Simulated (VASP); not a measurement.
Set up this calculation in VASP 6.6.1, as the native input.

```
Task                   : single point
Functional             : r2SCAN
Potentials or basis    : VASP PAW PBE potentials, release 64 (Be, Te)
Cutoff                 : 520 eV
k mesh                 : 6 × 6 × 6
Occupations            : gaussian, width 0.01 eV
Spin                   : no spin polarisation
Dipole correction      : no
Further INCAR settings : ALGO = Normal; EDIFF = 1e-06; NBANDS = 11
```

The system is BeTe.

```
Be Te
1.0
     0.00000    2.88410    2.88410
     2.88410    0.00000    2.88410
     2.88410    2.88410    0.00000
Be Te
1 1
Direct
  0.00000 0.00000 0.00000
  0.25000 0.25000 0.25000
```

This cell differs from its parent crystal: volume changed by +6%.

These files were run (other wordings do the same):

POSCAR

```
BeTe
1.0
    0.0000000000      2.8841009165      2.8841009165
    2.8841009165      0.0000000000      2.8841009165
    2.8841009165      2.8841009165      0.0000000000
Be Te
1 1
Direct
    0.0000000000      0.0000000000      0.0000000000
    0.2500000000      0.2500000000      0.2500000000
```

INCAR.step1

```
ALGO = Normal ; EDIFF = 1E-4
ENCUT = 520 ; GGA = PE
ISMEAR = 0 ; LASPH = T
LCHARG = F ; LREAL = F
LWAVE = T ; NBANDS = 11
NELM = 60 ; PREC = Accurate
SIGMA = 0.01
```

INCAR.step2

```
ALGO = Normal ; EDIFF = 1E-6
ENCUT = 520 ; ISIF = 2
ISMEAR = 0 ; ISTART = 1
LASPH = T ; LCHARG = F
LMIXTAU = T ; LREAL = F
LWAVE = F ; METAGGA = R2SCAN
NBANDS = 11 ; NELM = 60
PREC = Accurate ; SIGMA = 0.01
```

KPOINTS

```
k-points
0
Gamma
  6 6 6
```

Potentials or basis: VASP PAW PBE potentials, release 64 (Be, Te).

Command:

```sh
$ cat potpaw_PBE.64/Be/POTCAR potpaw_PBE.64/Te/POTCAR > POTCAR
$ cp INCAR.step1 INCAR
$ mpirun -np 1 vasp_std > vasp.out
$ cp INCAR.step2 INCAR
$ mpirun -np 1 vasp_std > vasp.out
```

Results of the run:

```json
{
  "Pressure": "-2.9 GPa",
  "Band gap on the k mesh": "2.50 eV, indirect (least direct gap 3.96 eV)"
}
```

Caveat: the PAW data sets were made with another functional, which shifts forces and pressure a little; spin-orbit coupling is left out, which moves the levels of the heavy elements.

Wall time 29 s on 1 thread of Intel(R) Xeon(R) Platinum 8375C CPU @ 2.90GHz (Ice Lake) (shared host), peak memory 0.17 GiB.
